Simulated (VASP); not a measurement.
# N (P4_332) in VASP: notebook

Runs on N. Level: PBEsol. Tasks: single point, relaxation of cell and atoms.

Program: VASP 6.6.1. These are calculated values, not measurements. Logs are shortened: lines on timing, memory, paths and dates and some standing lists are left out, and cuts for length are marked.

## Step 1: The cell of the first run

Symmetry: P4_332, No. 212, cubic system. Conventional cell: a = 3.083 Å, b = 3.083 Å, c = 3.083 Å, α = 90.00°, β = 90.00°, γ = 90.00°. Within 2.5 Å of N (site symmetry 32) lie 6 N at 1.89 Å.

## Step 2: Single point, PBEsol

Contents of INCAR:

```
PREC = Accurate ; ENCUT = 600
EDIFF = 1E-6 ; ISMEAR = 0
SIGMA = 0.1 ; LREAL = False
LASPH = True ; NELM = 120
ALGO = Normal ; ISIF = 2
LWAVE = False ; LCHARG = False
GGA = PS ; NBANDS = 18
GGA_COMPAT = False
```

Contents of KPOINTS:

```
regular mesh
0
Gamma
  14 14 14
```

Contents of POSCAR:

```
N
1.0
    3.0827911522      0.0000000000      0.0000000000
    0.0000000000      3.0827911522      0.0000000000
    0.0000000000      0.0000000000      3.0827911522
N
4
Direct
    0.1250000000      0.1250000000      0.1250000000
    0.3750000000      0.8750000000      0.6250000000
    0.6250000000      0.3750000000      0.8750000000
    0.8750000000      0.6250000000      0.3750000000
```

Potentials or basis: VASP PAW PBE potentials, release 64 (N).

Command:

```
$ cat potpaw_PBE.64/N/POTCAR > POTCAR
$ mpirun -np 1 vasp_std > vasp.out
```

OUTCAR:

```text
PREC = Accurate
   ENCUT = 600
   EDIFF = 1E-6
   ISMEAR = 0
   LREAL = False
   LASPH = True
   NELM = 120
   ISIF = 2
   GGA = PS

 ion  position               nearest neighbor table
   1  0.125  0.125  0.125-
   2  0.375  0.875  0.625-
   3  0.625  0.375  0.875-
   4  0.875  0.625  0.375-

  LATTYP: Found a simple cubic cell.
 ALAT       =     3.0827911522

  Lattice vectors:

 A1 = (   3.0827911522,   0.0000000000,   0.0000000000)
 A2 = (   0.0000000000,   3.0827911522,   0.0000000000)
 A3 = (   0.0000000000,   0.0000000000,   3.0827911522)

Analysis of symmetry for initial positions (statically):
=====================================================================
 Subroutine PRICEL returns:
 Original cell was already a primitive cell.

 Routine SETGRP: Setting up the symmetry group for a
 simple cubic supercell.

 Subroutine GETGRP returns: Found 24 space group operations
 (whereof  3 operations were pure point group operations)
 out of a pool of 48 trial point group operations.

The static configuration has the point symmetry C_3 .
 The point group associated with its full space group is O   .

Analysis of symmetry for dynamics (positions and initial velocities):
=====================================================================
 Subroutine PRICEL returns:
 Original cell was already a primitive cell.

 Routine SETGRP: Setting up the symmetry group for a
 simple cubic supercell.

 Subroutine GETGRP returns: Found 24 space group operations
 (whereof  3 operations were pure point group operations)
 out of a pool of 48 trial point group operations.

The dynamic configuration has the point symmetry C_3 .
 The point group associated with its full space group is O   .

 Subroutine INISYM returns: Found 24 space group operations
 (whereof  3 operations are pure point group operations),
 and found     1 'primitive' translations

----------------------------------------------------------------------------------------

                                     Primitive cell

  volume of cell :      29.2976

  direct lattice vectors                    reciprocal lattice vectors
     3.082791152  0.000000000  0.000000000     0.324381364  0.000000000  0.000000000
     0.000000000  3.082791152  0.000000000     0.000000000  0.324381364  0.000000000
     0.000000000  0.000000000  3.082791152     0.000000000  0.000000000  0.324381364

  length of vectors
     3.082791152  3.082791152  3.082791152     0.324381364  0.324381364  0.324381364

  position of ions in fractional coordinates (direct lattice)
     0.125000000  0.125000000  0.125000000
     0.375000000  0.875000000  0.625000000
     0.625000000  0.375000000  0.875000000
     0.875000000  0.625000000  0.375000000

  ion indices of the primitive-cell ions
   primitive index   ion index
                 1           1
                 2           2
                 3           3
                 4           4

----------------------------------------------------------------------------------------

 KPOINTS: regular mesh

Automatic generation of k-mesh.
 Grid dimensions read from file:
 generate k-points for:   14   14   14

 Generating k-lattice:

  Cartesian coordinates                     Fractional coordinates (reciprocal lattice)
     0.023170097  0.000000000  0.000000000     0.071428571  0.000000000  0.000000000
     0.000000000  0.023170097  0.000000000     0.000000000  0.071428571  0.000000000
     0.000000000  0.000000000  0.023170097     0.000000000  0.000000000  0.071428571

  Length of vectors
     0.023170097  0.023170097  0.023170097

  Shift w.r.t. Gamma in fractional coordinates (k-lattice)
     0.000000000  0.000000000  0.000000000

 Subroutine IBZKPT returns following result:
 ===========================================

 Found    120 irreducible k-points:

 Following reciprocal coordinates:
            Coordinates               Weight
  0.000000  0.000000  0.000000      1.000000
  0.071429  0.000000  0.000000      6.000000
  0.142857  0.000000  0.000000      6.000000
  0.214286  0.000000  0.000000      6.000000
  0.285714  0.000000  0.000000      6.000000
  0.357143  0.000000  0.000000      6.000000
[... 16 lines left out ...]
  0.285714  0.214286  0.000000     24.000000
  0.357143  0.214286  0.000000     24.000000
 [... further k-points ...]
   k-points           NKPTS =    120   k-points in BZ     NKDIM =    120   number of bands    NBANDS=     18
   number of dos      NEDOS =    301   number of ions     NIONS =      4
   total plane-waves  NPLWV =  21952
   dimension x,y,z NGX =    28 NGY =   28 NGZ =   28
   dimension x,y,z NGXF=    56 NGYF=   56 NGZF=   56
   ions per type =               4
   NGX,Y,Z   is equivalent  to a cutoff of  15.10, 15.10, 15.10 a.u.
   NGXF,Y,Z  is equivalent  to a cutoff of  30.20, 30.20, 30.20 a.u.
 SYSTEM =  unknown system
   PREC   = accura    normal or accurate (medium, high low for compatibility)
   ISTART =      0    job   : 0-new  1-cont  2-samecut
   ICHARG =      2    charge: 1-file 2-atom 10-const
   ISPIN  =      1    spin polarized calculation?
   LNONCOLLINEAR =      F non collinear calculations
   LSORBIT =      F    spin-orbit coupling
   LASPH  =      T    aspherical Exc in radial PAW
   ENCUT  =  600.0 eV  44.10 Ry    6.64 a.u.   6.16  6.16  6.16*2*pi/ulx,y,z
   NELM   =    120;   NELMIN=  2; NELMDL= -5     # of ELM steps
   EDIFF  = 0.1E-05   stopping-criterion for ELM
   LREAL  =      F    real-space projection
   EDIFFG = 0.1E-04   stopping-criterion for IOM
   NSW    =      0    number of steps for IOM
   IBRION =     -1    ionic relax: 0-MD 1-quasi-New 2-CG
   NFREE  =      0    steps in history (QN), initial steepest desc. (CG)
   ISIF   =      2    stress and relaxation
   ISYM   =      2    0-nonsym 1-usesym 2-fastsym
   POTIM  = 0.5000    time-step for ionic-motion
   TEBEG  =    0.0;   TEEND  =   0.0 temperature during run
   PSTRESS=    0.0 pullay stress
   NELECT =      20.0000    total number of electrons
   NUPDOWN=      -1.0000    fix difference up-down
   EMIN   =  10.00;   EMAX   =-10.00  energy-range for DOS
   EFERMI =   0.00;   METHOD = LEGACY
   ISMEAR =     0;   SIGMA  =   0.10  broadening in eV -4-tet -1-fermi 0-gaus
   EFERMI_NEDOS =   21; number of points for ismear=-14 and -15
   IALGO  =     38    algorithm
   IMIX   =      4    mixing-type and parameters
     AMIX     =   0.40;   BMIX     =  1.00
     AMIX_MAG =   1.60;   BMIX_MAG =  1.00
  volume/ion in A,a.u.               =       7.32        49.43
  Fermi-wavevector in a.u.,A,eV,Ry     =   1.441476  2.723995 28.270904  2.077853
  Thomas-Fermi vector in A             =   2.560104
   LORBIT       =      0    0 simple, 1 ext, 2 COOP (PROOUT), +10 PAW based schemes
   GGA     = PS    functional components
   LHFCALC =     F    Hartree Fock is set to
   AEXX    =    0.0000 exact exchange contribution
   IVDW    =     0    specifies the selected vdW correction
   LEPSILON=     F    determine dielectric tensor
   LRPA    =     F    only Hartree local field effects (RPA)
 non-spin polarized calculation
 Gauss-broadening in eV      SIGMA  =   0.10
  energy-cutoff  :      600.00
  volume of cell :       29.30
 maximum number of plane-waves:       996
 NGX is ok and might be reduce to    28
   NGX = 13   NGY = 13   NGZ = 13

 number of electron      19.9999999 magnetization

 Free energy of the ion-electron system (eV)
  ---------------------------------------------------
  ext. energy  EPLUGINS =         0.00000000
  ---------------------------------------------------
  free energy    TOTEN  =       -21.04142796 eV

  energy without entropy =      -21.03438739  energy(sigma->0) =      -21.03790767

 E-fermi :   6.0759     XC(G=0): -12.6922

 val. band max:        6.0758443734   @ k =   0.4286   0.4286   0.2857
 cond. band min:       6.0761292954   @ k =   0.4286   0.4286   0.0714
 fundamental gap:      0.0002849220
 Fermi energy:         6.0758760002

 k-point     1 :       0.0000    0.0000    0.0000
  band No.  band energies     occupation
      1     -15.5017      2.00000
      2      -6.3688      2.00000
      3      -6.3688      2.00000
      4      -6.3688      2.00000
      5       1.1286      2.00000
      6       1.1286      2.00000
[... 10 lines left out ...]
     17      21.2121      0.00000
     18      23.2023      0.00000

 k-point     2 :       0.0714    0.0000    0.0000
  band No.  band energies     occupation
      1     -15.4415      2.00000
      2      -7.2003      2.00000
      3      -6.3135      2.00000
      4      -5.6200      2.00000
      5       0.5392      2.00000
      6       1.1341      2.00000
[... 10 lines left out ...]
     17      21.1491      0.00000
     18      22.8756      0.00000

 k-point     3 :       0.1429    0.0000    0.0000
  band No.  band energies     occupation
      1     -15.2610      2.00000
      2      -8.1041      2.00000
      3      -6.1477      2.00000
      4      -4.9456      2.00000
      5       0.1523      2.00000
      6       1.1447      2.00000
[... 10 lines left out ...]
     17      20.9577      0.00000
     18      22.3733      0.00000

 k-point     4 :       0.2143    0.0000    0.0000
  band No.  band energies     occupation
      1     -14.9618      2.00000
      2      -9.0534      2.00000
      3      -5.8742      2.00000
      4      -4.3345      2.00000
      5      -0.0390      2.00000
      6       0.5549      2.00000
[... 10 lines left out ...]
     17      20.6635      0.00000
     18      21.7307      0.00000

 k-point     5 :       0.2857    0.0000    0.0000
  band No.  band energies     occupation
      1     -14.5465      2.00000
      2     -10.0132      2.00000
      3      -5.4981      2.00000
      4      -3.7993      2.00000
      5      -0.3198      2.00000
      6      -0.0612      2.00000
[... 10 lines left out ...]
     17      20.3340      0.00000
     18      21.0555      0.00000

 k-point     6 :       0.3571    0.0000    0.0000
  band No.  band energies     occupation
      1     -14.0194      2.00000
      2     -10.9510      2.00000
      3      -5.0291      2.00000
      4      -3.4386      2.00000
      5      -0.9537      2.00000
      6       0.0504      2.00000
[... 10 lines left out ...]
     17      20.0481      0.00000
     18      20.4761      0.00000

 k-point     7 :       0.4286    0.0000    0.0000
  band No.  band energies     occupation
      1     -13.3865      2.00000
      2     -11.8389      2.00000
      3      -4.4880      2.00000
      4      -3.4832      2.00000
      5      -1.0833      2.00000
      6      -0.0681      2.00000
[... 10 lines left out ...]
     17      19.8762      0.00000
     18      20.0713      0.00000

 k-point     8 :       0.5000    0.0000    0.0000
  band No.  band energies     occupation
      1     -12.6556      2.00000
      2     -12.6556      2.00000
      3      -3.9245      2.00000
      4      -3.9245      2.00000
      5      -0.6981      2.00000
      6      -0.6981      2.00000
[... 10 lines left out ...]
     17      19.8728      0.00000
     18      19.8728      0.00000
[... 229 lines left out ...]
     17      19.6550      0.00000
     18      20.8510      0.00000

 k-point    20 :       0.4286    0.1429    0.0000
  band No.  band energies     occupation
      1     -13.1677      2.00000
      2     -11.6545      2.00000
      3      -5.3930      2.00000
      4      -4.1583      2.00000
      5      -0.9069      2.00000
      6       0.0731      2.00000
[... 10 lines left out ...]
     17      19.7134      0.00000
     18      20.3319      0.00000

 k-point    21 :       0.5000    0.1429    0.0000
  band No.  band energies     occupation
      1     -12.4503      2.00000
      2     -12.4503      2.00000
      3      -4.7817      2.00000
      4      -4.7817      2.00000
      5      -0.4001      2.00000
      6      -0.4001      2.00000
[... 10 lines left out ...]
     17      19.9447      0.00000
     18      19.9447      0.00000

 k-point    22 :       0.2143    0.2143    0.0000
  band No.  band energies     occupation
      1     -14.4315      2.00000
      2      -9.3730      2.00000
      3      -6.9673      2.00000
      4      -3.5992      2.00000
      5      -0.9821      2.00000
      6      -0.2008      2.00000
[... 10 lines left out ...]
     17      19.6924      0.00000
     18      22.1963      0.00000

 k-point    23 :       0.2857    0.2143    0.0000
  band No.  band energies     occupation
      1     -14.0253      2.00000
      2      -9.9213      2.00000
      3      -6.9618      2.00000
      4      -3.7247      2.00000
      5      -1.2425      2.00000
      6      -0.0657      2.00000
[... 10 lines left out ...]
     17      19.4938      0.00000
     18      21.8105      0.00000

 k-point    24 :       0.3571    0.2143    0.0000
  band No.  band energies     occupation
      1     -13.5120      2.00000
      2     -10.6564      2.00000
      3      -6.6620      2.00000
      4      -4.2278      2.00000
      5      -1.0747      2.00000
      6       0.1431      2.00000
[... 10 lines left out ...]
     17      19.5045      0.00000
     18      21.1939      0.00000

 [... further k-points ...]

------------------------ aborting loop because EDIFF is reached ----------------------------------------

  FORCE on cell =-STRESS in cart. coord.  units (eV):
  Direction    XX          YY          ZZ          XY          YZ          ZX
  --------------------------------------------------------------------------------------
  -------------------------------------------------------------------------------------
  Total       -0.0758771     -0.0758771     -0.0758771      0.0000000      0.0000000     -0.0000000
  in kB       -4.1494327     -4.1494327     -4.1494327      0.0000000      0.0000000     -0.0000000
  external PRESSURE =      -4.1494327 kB  Pullay stress =       0.0000000 kB

 VOLUME and BASIS-vectors are now :
 -----------------------------------------------------------------------------
  energy-cutoff  :      600.00
  volume of cell :       29.30
      direct lattice vectors                 reciprocal lattice vectors
     3.082791152  0.000000000  0.000000000     0.324381364  0.000000000  0.000000000
     0.000000000  3.082791152  0.000000000     0.000000000  0.324381364  0.000000000
     0.000000000  0.000000000  3.082791152     0.000000000  0.000000000  0.324381364

 POSITION                                       TOTAL-FORCE (eV/Angst)
 -----------------------------------------------------------------------------------
      0.38535      0.38535      0.38535         0.000000      0.000000      0.000000
      1.15605      2.69744      1.92674         0.000000      0.000000      0.000000
      1.92674      1.15605      2.69744         0.000000      0.000000      0.000000
      2.69744      1.92674      1.15605        -0.000000      0.000000      0.000000
 -----------------------------------------------------------------------------------
    total drift:                                0.000000     -0.000000      0.000000

  FREE ENERGIE OF THE ION-ELECTRON SYSTEM (eV)
  ---------------------------------------------------
  free  energy   TOTEN  =       -21.0414279552 eV

  energy  without entropy=      -21.0343873864  energy(sigma->0) =      -21.03790767
```

Wall time 34 s (1 thread of AMD EPYC 7R13 (Zen 3), shared host); peak memory 0.15 GiB.

What came out:

```yaml
Free_energy: -21.0414 eV
Pressure: -0.4 GPa
Band_gap_on_the_k_mesh: zero (bands 10 and 11 overlap by 4.16 eV)
```

Levels at points of the mesh, in eV from the Fermi level:
| k point | band 8 | band 9 | band 10 | band 11 | band 12 | band 13 |
| --- | --- | --- | --- | --- | --- | --- |
| (0.00, 0.00, 0.00) | -2.53 | -2.53 | -2.53 | 0.57 | 0.57 | 2.73 |
| (0.50, 0.00, 0.00) | -5.57 | -0.82 | -0.82 | 1.68 | 1.68 | 3.19 |
| (0.50, 0.50, 0.00) | -2.70 | -2.58 | -2.58 | -0.93 | -0.93 | 5.06 |
| (0.50, 0.50, 0.50) | -8.06 | 3.23 | 3.23 | 3.23 | 3.23 | 3.86 |

Caveat: the PAW data sets were made with another functional, which shifts forces and pressure a little.

## Step 3: Relaxation of cell and atoms, PBEsol

Contents of INCAR:

```
SYSTEM = N
PREC = Accurate ; ENCUT = 600
EDIFF = 1E-7 ; ISMEAR = 0
SIGMA = 0.1 ; LREAL = .False.
LASPH = .True. ; NELM = 120
ALGO = Normal ; ISIF = 3
LWAVE = .False. ; LCHARG = .False.
GGA = PS ; IBRION = 2
NSW = 100 ; EDIFFG = -0.005
GGA_COMPAT = .False. ; NELMIN = 4
```

Contents of KPOINTS:

```
regular mesh
0
Gamma
  14 14 14
  0 0 0
```

Contents of POSCAR:

```
N
1.0
    3.0825866474      0.0000000000      0.0000000000
    0.0000000000      3.0825866474      0.0000000000
    0.0000000000      0.0000000000      3.0825866474
N
4
Direct
    0.1249997307      0.1249997307      0.1249997307
    0.3750002693      0.8750002693      0.6249997307
    0.6249997307      0.3750002693      0.8750002693
    0.8750002693      0.6249997307      0.3750002693
```

Potentials or basis: VASP PAW PBE potentials, release 64 (N).

Command:

```
$ cat potpaw_PBE.64/N/POTCAR > POTCAR
$ mpirun -np 1 vasp_std > vasp.out
```

It took 55 s on 1 thread of AMD EPYC 7R13 (Zen 3), shared host; peak memory 0.14 GiB.

The run converged. Its results:

- Free energy: -21.0414 eV
- Relaxed volume: 7.31 Å³/atom
- Relaxed cell: a = 3.080 Å, b = 3.080 Å, c = 3.080 Å, α = 90.00°, β = 90.00°, γ = 90.00°
- Space group after relaxing (to 0.1 Å): P4_332 (No. 212)
- Energy gained by relaxing: 0.0 meV/atom
- Ionic steps: 2
- Pressure after relaxing: 0.1 GPa
- Band gap on the k mesh: zero (bands 10 and 11 overlap by 4.17 eV)

Final structure:
```cif
data_structure
_symmetry_space_group_name_H-M 'P 1'
_symmetry_Int_Tables_number 1
_cell_length_a 3.0804
_cell_length_b 3.0804
_cell_length_c 3.0804
_cell_angle_alpha 90.000
_cell_angle_beta 90.000
_cell_angle_gamma 90.000
_cell_volume 29.23
loop_
_atom_site_label
_atom_site_type_symbol
_atom_site_fract_x
_atom_site_fract_y
_atom_site_fract_z
_atom_site_occupancy
N1 N 0.12500 0.12500 0.12500 1
N2 N 0.37500 0.87500 0.62500 1
N3 N 0.62500 0.37500 0.87500 1
N4 N 0.87500 0.62500 0.37500 1
```

Levels at points of the mesh, in eV from the Fermi level:
```
           k point  band 6  band 7  band 8  band 9  band 10  band 11  band 12  band 13  band 14
(0.00, 0.00, 0.00)   -4.96   -4.96   -2.53   -2.53    -2.53     0.57     0.57     2.73     2.73
(0.50, 0.00, 0.00)   -6.79   -5.58   -5.58   -0.82    -0.82     1.68     1.68     3.20     3.20
(0.50, 0.50, 0.00)   -5.58   -2.70   -2.70   -2.59    -2.59    -0.93    -0.93     5.07     5.07
(0.50, 0.50, 0.50)   -8.08   -8.08   -8.08    3.24     3.24     3.24     3.24     3.87     3.87
```

Caveat: the PAW data sets were made with another functional, which shifts forces and pressure a little.
